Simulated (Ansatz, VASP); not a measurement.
# Two plane-wave programs on Os

```
Os
1.0
     2.57287    0.00000    0.00000
     0.00000    2.57287    0.00000
     0.00000    0.00000    2.57287
Os
1
Cartesian
  0.0000 0.0000 0.0000
```

Alike in both runs: task single point; functional r2SCAN; k mesh 14 × 14 × 14; occupations fermi-dirac, width 0.1 eV; no spin polarisation.

|  | VASP | Ansatz |
| --- | --- | --- |
| version | VASP 6.6.1 | Ansatz 0.2.0 |
| potentials or method | VASP PAW PBE potentials, release 64 (Os), cutoff 520 eV | plane waves (500 eV) with PAW, scalar-relativistic |
| valence electrons in the cell | 8 | 16 |

VASP gave:

- pressure (GPa): -9.7

**Question.** Which values does Ansatz return?

**Answer.** Pressure (GPa): -9.9.

VASP's potentials were made for PBE, not for r2SCAN. VASP's potentials hold 8 valence electrons a cell and Ansatz's 16, so a difference there can come from the potentials and not from the codes.

Neither program's run includes spin-orbit coupling.
